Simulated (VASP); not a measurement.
Here is a VASP 6.6.1 calculation.

INCAR

```
SYSTEM = ScAl3
  ALGO = Fast
  EDIFF = 1E-6
  ENCUT = 520
  GGA = PE
  ISIF = 2
  ISMEAR = -1
  LASPH = .TRUE.
  LCHARG = .FALSE.
  LREAL = .FALSE.
  LWAVE = .FALSE.
  NBANDS = 18
  NELM = 100
  PREC = Accurate
  SIGMA = 0.15
```

File KPOINTS:

```
k-points
0
G
  16 16 16
  0 0 0
```

The input POSCAR:

```
ScAl3
1.0
   -1.9265522791      1.9265522791      4.1898785001
    1.9265522791     -1.9265522791      4.1898785001
    1.9265522791      1.9265522791     -4.1898785001
Sc Al
1 3
Direct
    0.0000000000      0.0000000000      0.0000000000
    0.7500000000      0.2500000000      0.5000000000
    0.2500000000      0.7500000000      0.5000000000
    0.5000000000      0.5000000000      0.0000000000
```

Potentials or basis: VASP PAW PBE potentials, release 64 (Sc_sv, Al).

The run is started by

```sh
$ cat potpaw_PBE.64/Sc_sv/POTCAR potpaw_PBE.64/Al/POTCAR > POTCAR
$ mpirun -np 1 vasp_std > vasp.out
```

Question: Predict the pressure.

Answer: 15.1 GPa.

Question: Estimate the band gap on the k mesh.

Answer: Zero (bands 10 and 11 overlap by 2.04 eV).

Caveat: the cell stands under pressure.
